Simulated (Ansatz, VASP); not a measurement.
# P in VASP and in Ansatz

```
CELL_PARAMETERS angstrom
2.31457 0.00000 0.00000
0.00000 2.31457 0.00000
0.00000 0.00000 2.31457
ATOMIC_POSITIONS crystal
P 0.00000 0.00000 0.00000
```

Change from the starting cell: volume scaled by 0.85, PAW files.

Alike in both runs: task single point; functional PBE; k mesh 17 × 17 × 17; occupations fermi-dirac, width 0.1 eV; no spin polarisation.

|  | VASP | Ansatz |
| --- | --- | --- |
| version | VASP 6.6.1 | Ansatz 0.2.0 |
| potentials or method | VASP PAW PBE potentials, release 64 (P) | PAW with Ansatz's default frozen-core files, scalar-relativistic |
| plane-wave cutoff (eV) | 520 | 420 |
| valence electrons in the cell | 5 | 5 |

|  | VASP | Ansatz | Ansatz less VASP |
| --- | --- | --- | --- |
| pressure (GPa) | 26.8 | 27.3 | +0.54 |

With one functional, cell and mesh, what is left measures potentials, basis and numerics.
